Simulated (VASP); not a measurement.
# AlCo (CsCl type) (Pm-3m) in VASP: further runs

The runs below take AlCo (CsCl type) through relaxation of cell and atoms, single point, with PBE.

Program: VASP 6.6.1. These are calculated values, not measurements. Logs are shortened: lines on timing, memory, paths and dates and some standing lists are left out, and cuts for length are marked.

## (1) The cell of the first run

Symmetry: Pm-3m, No. 221, cubic system. The conventional cell has a = 2.787 Å, b = 2.787 Å, c = 2.787 Å, α = 90.00°, β = 90.00°, γ = 90.00°. Within 3.2 Å of Co (site symmetry m-3m) lie 8 Al at 2.41 Å and 6 Co at 2.79 Å. Within 3.2 Å of Al (site symmetry m-3m) lie 8 Co at 2.41 Å and 6 Al at 2.79 Å.

## (2) Relaxation of cell and atoms, PBE

The input, INCAR:

```
SYSTEM = AlCo
PREC = Accurate
ENCUT = 600
EDIFF = 1E-7
ISMEAR = -1
SIGMA = 0.08
LREAL = .False.
LASPH = .True.
NELM = 100
ALGO = Normal
ISIF = 3
LWAVE = .False.
LCHARG = .False.
GGA = PE
IBRION = 2
NSW = 60
EDIFFG = -0.005
```

The input, KPOINTS:

```
Automatic mesh
0
Gamma
  14 14 14
  0 0 0
```

The input, POSCAR:

```
AlCo
1.0
    2.7872129973      0.0000000000      0.0000000000
    0.0000000000      2.7872129973      0.0000000000
    0.0000000000      0.0000000000      2.7872129973
Co Al
1 1
Direct
    0.0000000000      0.0000000000      0.0000000000
    0.5000000000      0.5000000000      0.5000000000
```

Potentials or basis: VASP PAW PBE potentials, release 64 (Co, Al).

Run with:

```console
$ cat potpaw_PBE.64/Co/POTCAR potpaw_PBE.64/Al/POTCAR > POTCAR
$ mpirun -np 1 vasp_std > vasp.out
```

OUTCAR:

```text
SYSTEM = AlCo
   PREC = Accurate
   ENCUT = 600
   EDIFF = 1E-7
   ISMEAR = -1
   LREAL = .False.
   LASPH = .True.
   NELM = 100
   ISIF = 3
   GGA = PE
   IBRION = 2
   NSW = 60
   EDIFFG = -0.005

 ion  position               nearest neighbor table
   1  0.000  0.000  0.000-   2 2.41   2 2.41   2 2.41   2 2.41   2 2.41   2 2.41   2 2.41   2 2.41

   2  0.500  0.500  0.500-   1 2.41   1 2.41   1 2.41   1 2.41   1 2.41   1 2.41   1 2.41   1 2.41

  LATTYP: Found a simple cubic cell.
 ALAT       =     2.7872129973

  Lattice vectors:

 A1 = (   2.7872129973,   0.0000000000,   0.0000000000)
 A2 = (   0.0000000000,   2.7872129973,   0.0000000000)
 A3 = (   0.0000000000,   0.0000000000,   2.7872129973)

Analysis of symmetry for initial positions (statically):
=====================================================================
 Subroutine PRICEL returns:
 Original cell was already a primitive cell.

 Routine SETGRP: Setting up the symmetry group for a
 simple cubic supercell.

 Subroutine GETGRP returns: Found 48 space group operations
 (whereof 48 operations were pure point group operations)
 out of a pool of 48 trial point group operations.

The static configuration has the point symmetry O_h .

Analysis of symmetry for dynamics (positions and initial velocities):
=====================================================================
 Subroutine PRICEL returns:
 Original cell was already a primitive cell.

 Routine SETGRP: Setting up the symmetry group for a
 simple cubic supercell.

 Subroutine GETGRP returns: Found 48 space group operations
 (whereof 48 operations were pure point group operations)
 out of a pool of 48 trial point group operations.

The dynamic configuration has the point symmetry O_h .

 Subroutine INISYM returns: Found 48 space group operations
 (whereof 48 operations are pure point group operations),
 and found     1 'primitive' translations

----------------------------------------------------------------------------------------

                                     Primitive cell

  volume of cell :      21.6526

  direct lattice vectors                    reciprocal lattice vectors
     2.787212997  0.000000000  0.000000000     0.358781335  0.000000000  0.000000000
     0.000000000  2.787212997  0.000000000     0.000000000  0.358781335  0.000000000
     0.000000000  0.000000000  2.787212997     0.000000000  0.000000000  0.358781335

  length of vectors
     2.787212997  2.787212997  2.787212997     0.358781335  0.358781335  0.358781335

  position of ions in fractional coordinates (direct lattice)
     0.000000000  0.000000000  0.000000000
     0.500000000  0.500000000  0.500000000

  ion indices of the primitive-cell ions
   primitive index   ion index
                 1           1
                 2           2

----------------------------------------------------------------------------------------

 KPOINTS: Automatic mesh

Automatic generation of k-mesh.
 Grid dimensions read from file:
 generate k-points for:   14   14   14

 Generating k-lattice:

  Cartesian coordinates                     Fractional coordinates (reciprocal lattice)
     0.025627238  0.000000000  0.000000000     0.071428571  0.000000000  0.000000000
     0.000000000  0.025627238  0.000000000     0.000000000  0.071428571  0.000000000
     0.000000000  0.000000000  0.025627238     0.000000000  0.000000000  0.071428571

  Length of vectors
     0.025627238  0.025627238  0.025627238

  Shift w.r.t. Gamma in fractional coordinates (k-lattice)
     0.000000000  0.000000000  0.000000000

 Subroutine IBZKPT returns following result:
 ===========================================

 Found    120 irreducible k-points:

 Following reciprocal coordinates:
            Coordinates               Weight
  0.000000  0.000000  0.000000      1.000000
  0.071429  0.000000  0.000000      6.000000
  0.142857  0.000000  0.000000      6.000000
  0.214286  0.000000  0.000000      6.000000
  0.285714  0.000000  0.000000      6.000000
  0.357143  0.000000  0.000000      6.000000
[... 16 lines left out ...]
[... 38 lines left out ...]
   NGX = 11   NGY = 11   NGZ = 11

--------------------------------------- Ionic step        1  -------------------------------------------

 number of electron      12.0000002 magnetization

 Free energy of the ion-electron system (eV)
  ---------------------------------------------------
  ext. energy  EPLUGINS =         0.00000000
  ---------------------------------------------------
  free energy    TOTEN  =       -11.93295250 eV

  energy without entropy =      -11.91712250  energy(sigma->0) =      -11.92503750

------------------------ aborting loop because EDIFF is reached ----------------------------------------

  FORCE on cell =-STRESS in cart. coord.  units (eV):
  Direction    XX          YY          ZZ          XY          YZ          ZX
  --------------------------------------------------------------------------------------
  -------------------------------------------------------------------------------------
  Total        1.9266033      1.9266033      1.9266033     -0.0000000     -0.0000000      0.0000000
  in kB      142.5582647    142.5582647    142.5582647     -0.0000000     -0.0000000      0.0000000
  external PRESSURE =     142.5582647 kB  Pullay stress =       0.0000000 kB
[... 21 lines left out ...]
  energy  without entropy=      -11.9171224959  energy(sigma->0) =      -11.92503750

--------------------------------------- Ionic step        2  -------------------------------------------

 number of electron      12.0000009 magnetization

 E-fermi :   9.6318     XC(G=0): -11.9322

 val. band max:        9.6011108288   @ k =   0.5000   0.4286   0.1429
 cond. band min:       9.6398024932   @ k =   0.4286   0.4286   0.0714
 fundamental gap:      0.0386916643
 Fermi energy:         9.6318475129

 k-point     1 :       0.0000    0.0000    0.0000
  band No.  band energies     occupation
      1      -0.9394      2.00000
      2       7.0091      2.00000
      3       7.0091      2.00000
      4       8.9054      1.99977
      5       8.9054      1.99977
      6       8.9054      1.99977
      7      15.2978      0.00000
      8      15.2978      0.00000
      9      15.2978      0.00000
     10      18.1262      0.00000
[... 364 lines left out ...]
  FREE ENERGIE OF THE ION-ELECTRON SYSTEM (eV)
  ---------------------------------------------------
  free  energy   TOTEN  =       -11.9972617118 eV

  energy  without entropy=      -11.9790577326  energy(sigma->0) =      -11.98815972

[... ionic steps 4 to 8 ...]

--------------------------------------- Ionic step        9  -------------------------------------------

 number of electron      11.9999996 magnetization

------------------------ aborting loop because EDIFF is reached ----------------------------------------

  FORCE on cell =-STRESS in cart. coord.  units (eV):
  Direction    XX          YY          ZZ          XY          YZ          ZX
  --------------------------------------------------------------------------------------
  -------------------------------------------------------------------------------------
  Total        0.0150570      0.0150570      0.0150570      0.0000000      0.0000000      0.0000000
  in kB        1.0407901      1.0407901      1.0407901      0.0000000      0.0000000      0.0000000
  external PRESSURE =       1.0407901 kB  Pullay stress =       0.0000000 kB
[... 57 lines left out ...]
  energy  without entropy=      -11.9791078141  energy(sigma->0) =      -11.98818542

--------------------------------------- Ionic step       11  -------------------------------------------

 number of electron      11.9999996 magnetization

 Free energy of the ion-electron system (eV)
  ---------------------------------------------------
  ext. energy  EPLUGINS =         0.00000000
  ---------------------------------------------------
  free energy    TOTEN  =       -11.99726315 eV

  energy without entropy =      -11.97910780  energy(sigma->0) =      -11.98818547

 E-fermi :  10.5277     XC(G=0): -12.2589

 val. band max:       10.4862067092   @ k =   0.4286   0.4286   0.0000
 cond. band min:      10.5292764385   @ k =   0.4286   0.4286   0.0714
 fundamental gap:      0.0430697293
 Fermi energy:        10.5276878430

 k-point     1 :       0.0000    0.0000    0.0000
  band No.  band energies     occupation
      1      -0.5084      2.00000
      2       7.6036      2.00000
      3       7.6036      2.00000
      4       9.7151      1.99992
      5       9.7151      1.99992
      6       9.7151      1.99992
      7      16.5161      0.00000
      8      16.5161      0.00000
      9      16.5161      0.00000
     10      19.2860      0.00000
[... 328 lines left out ...]
  FREE ENERGIE OF THE ION-ELECTRON SYSTEM (eV)
  ---------------------------------------------------
  free  energy   TOTEN  =       -11.9972631456 eV

  energy  without entropy=      -11.9791077972  energy(sigma->0) =      -11.98818547

 reached required accuracy - stopping structural energy minimisation
```

It took 37 s on 1 thread of Intel Xeon 6975P-C (Granite Rapids), shared host; peak memory 0.17 GiB.

Results:

```yaml
Free_energy: -11.9973 eV
Relaxed_volume: 11.59 Å³/atom
Relaxed_cell: a = 2.851 Å, b = 2.851 Å, c = 2.851 Å, α = 90.00°, β = 90.00°, γ = 90.00°
Space_group_after_relaxing_to_0.05_Å: Pm-3m (No. 221)
Energy_gained_by_relaxing: 32.2 meV/atom
Ionic_steps: 11
Pressure_after_relaxing: 0.0 GPa
Band_gap_on_the_k_mesh: zero (band 6 reaches 12.94 eV, above the bottom of band 7 at 10.32 eV)
```

The path:
```csv
step,energy change (eV),largest force (eV/Å),pressure (GPa),volume (Å³)
1,0.0000,0.0000,14.26,21.65
2,-0.0084,0.0000,-10.45,24.81
3,-0.0643,0.0000,-0.14,23.21
4,-0.0643,0.0000,0.14,23.18
5,-0.0643,0.0000,0.13,23.18
6,-0.0643,0.0000,0.12,23.18
7,-0.0643,0.0000,0.11,23.18
8,-0.0643,0.0000,0.11,23.18
9,-0.0643,0.0000,0.10,23.18
10,-0.0643,0.0000,0.09,23.18
11,-0.0643,0.0000,0.05,23.18
```

Final structure:
```
CELL_PARAMETERS angstrom
2.85122 0.00000 0.00000
0.00000 2.85122 0.00000
0.00000 0.00000 2.85122
ATOMIC_POSITIONS crystal
Co 0.00000 0.00000 0.00000
Al 0.50000 0.50000 0.50000
```

Levels at points of the mesh, in eV from the Fermi level:
```csv
k point,band 4,band 5,band 6,band 7,band 8,band 9
"(0.00, 0.00, 0.00)",-0.81,-0.81,-0.81,5.99,5.99,5.99
"(0.50, 0.00, 0.00)",-1.68,-1.68,-0.70,0.20,8.43,10.63
"(0.50, 0.50, 0.00)",-2.65,-1.47,-1.47,-0.21,2.45,3.47
"(0.50, 0.50, 0.50)",-0.17,-0.17,2.42,2.42,2.42,4.13
```

## (3) Single point, PBE (volume scaled by 0.55)

The input, INCAR:

```
PREC     = Accurate       # precision mode
ENCUT    = 520            # plane-wave cutoff, eV
EDIFF    = 1E-6           # SCF threshold, eV
ISMEAR   = -1             # smearing method
SIGMA    = 0.08           # smearing width, eV
LREAL    = False          # projectors in reciprocal space
LASPH    = True           # aspherical terms in the spheres
NELM     = 100            # most SCF steps
ALGO     = Normal         # electronic algorithm
ISIF     = 2              # what is computed and relaxed
LWAVE    = False          # write WAVECAR
LCHARG   = False          # write CHGCAR
GGA      = PE             # functional
NBANDS   = 13             # bands
```

The input, KPOINTS:

```
Automatic mesh
0
Gamma
  14 14 14
```

The input, POSCAR:

```
AlCo
1.0
    2.3370139189      0.0000000000      0.0000000000
    0.0000000000      2.3370139189      0.0000000000
    0.0000000000      0.0000000000      2.3370139189
Co Al
1 1
Direct
    0.0000000000      0.0000000000      0.0000000000
    0.5000000000      0.5000000000      0.5000000000
```

Potentials or basis: VASP PAW PBE potentials, release 64 (Co, Al).

Run with:

```console
$ cat potpaw_PBE.64/Co/POTCAR potpaw_PBE.64/Al/POTCAR > POTCAR
$ mpirun -np 1 vasp_std > vasp.out
```

Wall time 23 s (1 thread of Intel Xeon 8259CL, shared host); peak memory 0.14 GiB.

The run converged. Its results:

```yaml
Free_energy: -4.6840 eV
Pressure: 378.5 GPa
Band_gap_on_the_k_mesh: zero (band 6 reaches 23.85 eV, above the bottom of band 7 at 20.81 eV)
```

Levels at points of the mesh, in eV from the Fermi level:
```tsv
k point	band 2	band 3	band 4	band 5	band 6	band 7	band 8	band 9	band 10	band 11
(0.00, 0.00, 0.00)	-7.27	-7.27	-2.07	-2.07	-2.07	9.87	9.87	9.87	11.37	11.37
(0.50, 0.00, 0.00)	-8.97	-5.84	-3.90	-3.90	-1.78	0.73	8.15	14.21	14.21	19.83
(0.50, 0.50, 0.00)	-6.62	-3.81	-3.81	-3.78	-3.78	-0.59	4.88	7.87	21.08	21.27
(0.50, 0.50, 0.50)	-7.95	-7.95	-0.49	-0.49	2.44	2.44	2.44	9.55	9.55	9.55
```

Caveat: the cell differs from its parent crystal (volume scaled by 0.55).

## (4) Single point, PBE (volume scaled by 0.55, partial waves polarizable)

The input, INCAR:

```
SYSTEM = AlCo
  PREC = Accurate
  ENCUT = 520
  EDIFF = 1E-6
  ISMEAR = -1
  SIGMA = 0.08
  LREAL = .False.
  LASPH = .True.
  NELM = 60
  ALGO = Normal
  ISIF = 2
  LWAVE = .False.
  LCHARG = .True.
  GGA = PE
  LELF = .True.
  LVHAR = .True.
  NBANDS = 13
```

The input, KPOINTS:

```
regular mesh
0
Gamma
  14 14 14
  0 0 0
```

POSCAR is that of step 3.

Run with:

```console
$ cat potpaw_PBE.64/Co/POTCAR potpaw_PBE.64/Al/POTCAR > POTCAR
$ mpirun -np 1 vasp_std > vasp.out
```

Run time: 27 s. Hardware: 1 thread of Intel Xeon 8259CL, shared host; peak memory 0.14 GiB.

The run converged. Its results:

* Free energy: -4.6840 eV
* Pressure: 378.5 GPa
* Band gap on the k mesh: zero (band 6 reaches 23.85 eV, above the bottom of band 7 at 20.81 eV)

Levels at points of the mesh, in eV from the Fermi level:
| k point | band 2 | band 3 | band 4 | band 5 | band 6 | band 7 | band 8 | band 9 | band 10 | band 11 |
| --- | --- | --- | --- | --- | --- | --- | --- | --- | --- | --- |
| (0.00, 0.00, 0.00) | -7.27 | -7.27 | -2.07 | -2.07 | -2.07 | 9.87 | 9.87 | 9.87 | 11.37 | 11.37 |
| (0.50, 0.00, 0.00) | -8.97 | -5.84 | -3.90 | -3.90 | -1.78 | 0.73 | 8.15 | 14.21 | 14.21 | 19.83 |
| (0.50, 0.50, 0.00) | -6.62 | -3.81 | -3.81 | -3.78 | -3.78 | -0.59 | 4.88 | 7.87 | 21.08 | 21.27 |
| (0.50, 0.50, 0.50) | -7.95 | -7.95 | -0.49 | -0.49 | 2.44 | 2.44 | 2.44 | 9.55 | 9.55 | 9.55 |

Caveat: the cell differs from its parent crystal (volume scaled by 0.55, partial waves polarizable). Spin polarisation is off, so any magnetic state and its effect on volume and gap are missing.

## (5) Single point, PBE (volume scaled by 0.64)

The input, INCAR:

```
PREC     = Accurate       # precision mode
ENCUT    = 520            # plane-wave cutoff, eV
EDIFF    = 1E-6           # SCF threshold, eV
ISMEAR   = -1             # smearing method
SIGMA    = 0.08           # smearing width, eV
LREAL    = F              # projectors in reciprocal space
LASPH    = T              # aspherical terms in the spheres
NELM     = 60             # most SCF steps
ALGO     = Normal         # electronic algorithm
ISIF     = 2              # what is computed and relaxed
LWAVE    = F              # write WAVECAR
LCHARG   = T              # write CHGCAR
GGA      = PE             # functional
LELF     = T              # ELF
LVHAR    = T            
NBANDS   = 13             # bands
```

The input, KPOINTS:

```
Automatic mesh
0
Gamma
  14 14 14
```

The input, POSCAR:

```
AlCo
1.0
    2.4581047942      0.0000000000      0.0000000000
    0.0000000000      2.4581047942      0.0000000000
    0.0000000000      0.0000000000      2.4581047942
Co Al
1 1
Direct
    0.0000000000      0.0000000000      0.0000000000
    0.5000000000      0.5000000000      0.5000000000
```

Run with:

```console
$ cat potpaw_PBE.64/Co/POTCAR potpaw_PBE.64/Al/POTCAR > POTCAR
$ mpirun -np 1 vasp_std > vasp.out
```

Run time: 31 s. Hardware: 1 thread of Intel Xeon 8259CL, shared host; peak memory 0.14 GiB.

Results (log left out):

* Free energy: -8.3748 eV
* Pressure: 205.4 GPa
* Band gap on the k mesh: zero (band 6 reaches 20.43 eV, above the bottom of band 7 at 17.56 eV)

Levels at points of the mesh, in eV from the Fermi level:
| k point | band 2 | band 3 | band 4 | band 5 | band 6 | band 7 | band 8 | band 9 | band 10 | band 11 |
| --- | --- | --- | --- | --- | --- | --- | --- | --- | --- | --- |
| (0.00, 0.00, 0.00) | -5.80 | -5.80 | -1.64 | -1.64 | -1.64 | 8.68 | 8.68 | 8.68 | 10.69 | 10.69 |
| (0.50, 0.00, 0.00) | -8.42 | -4.65 | -3.16 | -3.16 | -1.41 | 0.53 | 8.48 | 13.28 | 13.28 | 17.39 |
| (0.50, 0.50, 0.00) | -5.44 | -3.58 | -3.58 | -2.98 | -2.98 | -0.45 | 4.12 | 6.58 | 18.69 | 19.90 |
| (0.50, 0.50, 0.50) | -6.66 | -6.66 | -0.38 | -0.38 | 2.41 | 2.41 | 2.41 | 8.26 | 8.26 | 8.26 |

Caveat: the cell differs from its parent crystal (volume scaled by 0.64).

## (6) Single point, PBE (volume scaled by 0.72)

The input, INCAR:

```
SYSTEM = AlCo
ALGO     = Normal         ! electronic algorithm
EDIFF    = 1E-6           ! SCF threshold, eV
ENCUT    = 520            ! plane-wave cutoff, eV
GGA      = PE             ! functional
ISIF     = 2              ! what is computed and relaxed
ISMEAR   = -1             ! smearing method
LASPH    = .TRUE.         ! aspherical terms in the spheres
LCHARG   = .FALSE.        ! write CHGCAR
LREAL    = .FALSE.        ! projectors in reciprocal space
LWAVE    = .FALSE.        ! write WAVECAR
NBANDS   = 13             ! bands
NELM     = 80             ! most SCF steps
PREC     = Accurate       ! precision mode
SIGMA    = 0.08           ! smearing width, eV
```

The input, KPOINTS:

```
k-points
0
G
  14 14 14
  0 0 0
```

The input, POSCAR:

```
AlCo
1.0
    2.5565320088      0.0000000000      0.0000000000
    0.0000000000      2.5565320088      0.0000000000
    0.0000000000      0.0000000000      2.5565320088
Co Al
1 1
Direct
    0.0000000000      0.0000000000      0.0000000000
    0.5000000000      0.5000000000      0.5000000000
```

Potentials or basis: VASP PAW PBE potentials, release 64 (Co, Al).

Run with:

```console
$ cat potpaw_PBE.64/Co/POTCAR potpaw_PBE.64/Al/POTCAR > POTCAR
$ mpirun -np 1 vasp_std > vasp.out
```

Run time: 33 s. Hardware: 1 thread of Intel Xeon 8259CL, shared host; peak memory 0.15 GiB.

It converged, with:

```
Free energy            : -10.2064 eV
Pressure               : 117.9 GPa
Band gap on the k mesh : zero (band 6 reaches 18.11 eV, above the bottom of band 7 at 15.34 eV)
```

Levels at points of the mesh, in eV from the Fermi level:
```tsv
k point	band 3	band 4	band 5	band 6	band 7	band 8	band 9	band 10
(0.00, 0.00, 0.00)	-4.86	-1.37	-1.37	-1.37	7.86	7.86	7.86	10.15
(0.50, 0.00, 0.00)	-3.89	-2.68	-2.68	-1.18	0.41	8.58	12.55	12.55
(0.50, 0.50, 0.00)	-3.36	-3.36	-2.48	-2.48	-0.38	3.59	5.65	16.95
(0.50, 0.50, 0.50)	-5.80	-0.31	-0.31	2.39	2.39	2.39	7.37	7.37
```

Caveat: the cell differs from its parent crystal (volume scaled by 0.72).

## (7) Overview

```tsv
task	cell	cutoff (eV)	gap on the mesh (eV)	pressure (GPa)
relaxation of cell and atoms	relaxed from a = 2.787 Å, 2 atoms	600	none	0.0
single point	a = 2.337 Å, 2 atoms	520	none	378.5
single point	a = 2.458 Å, 2 atoms	520	none	205.4
single point	a = 2.557 Å, 2 atoms	520	none	117.9
```

Alike in all rows: level PBE; potentials or basis VASP PAW PBE potentials, release 64 (Co, Al); no spin polarisation; k mesh 14 × 14 × 14; smearing fermi-dirac 0.08 eV.

Total energies depend on the potentials used, so only differences within one code and one set of settings carry meaning.
